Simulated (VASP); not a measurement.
TiN: relaxation of cell and atoms with PBEsol

Crystal: TiN.

```
Ti N
1.0
     0.00000    2.10225    2.10225
     2.10225    0.00000    2.10225
     2.10225    2.10225    0.00000
Ti N
1 1
Cartesian
  0.0000 0.0000 0.0000
  2.1023 2.1023 2.1023
```

| Quantity | Value |
| --- | --- |
| Program | VASP 6.6.1 |
| Task | relaxation of cell and atoms |
| Functional | PBEsol |
| Potentials or basis | VASP PAW PBE potentials, release 64 (Ti_sv, N) |
| Cutoff | 600 eV |
| k mesh | 20 × 20 × 20 |
| Occupations | fermi-dirac, width 0.1 eV |
| Spin | no spin polarisation |
| Target pressure | 1 GPa |
| Dipole correction | no |
| Further INCAR settings | ALGO = Normal; EDIFF = 1e-06; IBRION = 2; EDIFFG = -0.002; NSW = 100; ISIF = 3 |

```
Relaxed volume                                             : 9.27 Å³/atom
Relaxed cell                                               : a = 2.971 Å, b = 2.971 Å, c = 2.971 Å, α = 60.00°, β = 60.00°, γ = 60.00°
Space group after relaxing (to 0.1 Å)                      : Fm-3m (No. 225)
Energy change on relaxing (the run minimises the enthalpy) : +0.1 meV/atom
Ionic steps                                                : 3
Pressure after relaxing                                    : 1.0 GPa
Band gap on the k mesh                                     : zero (an odd number of electrons rules out a gap without spin polarisation)
```

The path:
| step | energy change (eV) | largest force (eV/Å) | pressure (GPa) | volume (Å³) |
| --- | --- | --- | --- | --- |
| 1 | 0.0000 | 0.0000 | 0.32 | 18.58 |
| 2 | 0.0008 | 0.0000 | 2.00 | 18.48 |
| 3 | 0.0002 | 0.0000 | 1.02 | 18.55 |

Final structure:
```cif
data_structure
_symmetry_space_group_name_H-M 'P 1'
_symmetry_Int_Tables_number 1
_cell_length_a 2.9711
_cell_length_b 2.9711
_cell_length_c 2.9711
_cell_angle_alpha 60.000
_cell_angle_beta 60.000
_cell_angle_gamma 60.000
_cell_volume 18.55
loop_
_atom_site_label
_atom_site_type_symbol
_atom_site_fract_x
_atom_site_fract_y
_atom_site_fract_z
_atom_site_occupancy
Ti1 Ti 0.00000 0.00000 0.00000 1
N1 N 0.50000 0.50000 0.50000 1
```

Levels at points of the mesh, in eV from the Fermi level:
| k point | band 6 | band 7 | band 8 | band 9 | band 10 | band 11 | band 12 |
| --- | --- | --- | --- | --- | --- | --- | --- |
| (0.00, 0.00, 0.00) | -2.05 | -2.05 | -2.05 | -0.65 | -0.65 | -0.65 | 0.61 |
| (0.50, 0.00, 0.00) | -8.29 | -5.63 | -5.63 | 1.79 | 1.79 | 2.50 | 6.01 |
| (0.50, 0.50, 0.00) | -5.90 | -3.25 | -3.25 | -3.23 | 1.73 | 2.54 | 2.54 |

Run time: 51 s on 1 thread of Intel(R) Xeon(R) 6975P-C (Granite Rapids), with other jobs on the host, peak memory 0.2 GiB.

Caveat: the cell is relaxed towards a set pressure, so the run minimises the enthalpy, not the energy; the PAW data sets were made with another functional, which shifts forces and pressure a little.
